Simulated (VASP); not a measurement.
Write the native input for VASP 6.6.1 that does the following.

```yaml
Task: single point
Functional: PBE
Potentials_or_basis: VASP PAW PBE potentials, release 64 (Ru_pv)
Cutoff: 520 eV
k_mesh: 20 × 20 × 11
Occupations: fermi-dirac, width 0.05 eV
Spin: no spin polarisation
Dipole_correction: no
Further_INCAR_settings: ALGO = Normal; EDIFF = 1e-07; NBANDS = 21
```

The structure of Ru lies in POSCAR:

```
Ru
1.0
    2.7058000000      0.0000000000      0.0000000000
   -1.3529000000      2.3432915376      0.0000000000
    0.0000000000      0.0000000000      4.2819000000
Ru
2
Direct
    0.3333333333      0.6666666667      0.2500000000
    0.6666666667      0.3333333333      0.7500000000
```

These files were run (other wordings do the same):

INCAR

```
PREC = Accurate
ENCUT = 520
EDIFF = 1E-7
ISMEAR = -1
SIGMA = 0.05
LREAL = F
LASPH = T
NELM = 60
ALGO = Normal
ISIF = 2
LWAVE = F
LCHARG = T
GGA = PE
LELF = T
LVHAR = T
NBANDS = 21
```

KPOINTS

```
regular mesh
0
Gamma
  20 20 11
```

Potentials or basis: VASP PAW PBE potentials, release 64 (Ru_pv).

The run is started by

```bash
$ cat potpaw_PBE.64/Ru_pv/POTCAR > POTCAR
$ mpirun -np 1 vasp_std > vasp.out
```

Results of the run:

| Item | Value |
| --- | --- |
| Pressure | 4.4 GPa |
| Band gap on the k mesh | zero (band 14 reaches 14.45 eV, above the bottom of band 15 at 11.22 eV) |

Run time: 57 s on 1 thread of Intel(R) Xeon(R) 6975P-C (Granite Rapids), on a shared host, peak memory 0.22 GiB.
